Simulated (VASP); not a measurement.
A run of VASP 6.6.1:

File INCAR:

```
SYSTEM = Si2Ni
PREC = Accurate
ENCUT = 520
EDIFF = 1E-6
ISMEAR = 0
SIGMA = 0.1
LREAL = .False.
LASPH = .True.
NELM = 150
ALGO = Normal
ISIF = 2
LWAVE = .False.
LCHARG = .False.
ISPIN = 2
MAGMOM = 1 0 0
LORBIT = 11
LMAXMIX = 4
LDAU = .True.
LDAUTYPE = 2
LDAUL = 2 -1
LDAUU = 3 0
LDAUJ = 0 0
LDAUPRINT = 1
GGA = PE
IVDW = 13
NBANDS = 20
```

KPOINTS

```
regular mesh
0
Gamma
  9 9 9
  0 0 0
```

Contents of POSCAR:

```
Si2Ni
1.0
    0.0000000000      2.7030000000      2.7030000000
    2.7030000000      0.0000000000      2.7030000000
    2.7030000000      2.7030000000      0.0000000000
Ni Si
1 2
Direct
    0.0000000000      0.0000000000      0.0000000000
    0.7500000000      0.7500000000      0.7500000000
    0.2500000000      0.2500000000      0.2500000000
```

Potentials or basis: VASP PAW PBE potentials, release 64 (Ni, Si).

Launch:

```bash
$ cat potpaw_PBE.64/Ni/POTCAR potpaw_PBE.64/Si/POTCAR > POTCAR
$ mpirun -np 1 vasp_std > vasp.out
```

Hardware: 1 thread of AMD EPYC 9R45 96-Core Processor (Zen 5), on a shared host.

Estimate the wall time of this run.

It took 27 s on 1 thread of AMD EPYC 9R45 96-Core Processor (Zen 5), on a shared host, peak memory 0.16 GiB. Counts: scf iterations 15, k points 35.
